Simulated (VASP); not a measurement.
Lu, 1 atom in the cell. The structure is cubic, space group Pm-3m (No. 221). The conventional cell has a = 3.208 Å, b = 3.208 Å, c = 3.208 Å, α = 90.00°, β = 90.00°, γ = 90.00°. Lu (site symmetry m-3m) has 6 Lu at 3.21 Å within 4.2 Å. This isn't the form of Lu at room conditions, which is hcp.

```yaml
Program: VASP 6.6.1
Task: single point
Functional: PBEsol
Potentials_or_basis: VASP PAW PBE potentials, release 64 (Lu)
Cutoff: 520 eV
k_mesh: 11 × 11 × 11
Occupations: fermi-dirac, width 0.1 eV
Spin: no spin polarisation
Dipole_correction: no
Further_INCAR_settings: ALGO = Normal; EDIFF = 1e-06; NBANDS = 18
```

Potentials or basis: VASP PAW PBE potentials, release 64 (Lu).

Command:

```bash
$ cat potpaw_PBE.64/Lu/POTCAR > POTCAR
$ mpirun -np 1 vasp_std > vasp.out
```

Hardware: 1 thread of AMD EPYC 9R45 96-Core Processor (Zen 5), on a shared host.

**Question.** Estimate the wall time of this run.

**Answer.** Run time: 12 s on 1 thread of AMD EPYC 9R45 96-Core Processor (Zen 5), with other jobs on the host, peak memory 0.14 GiB. Counts: scf iterations 11, k points 56.
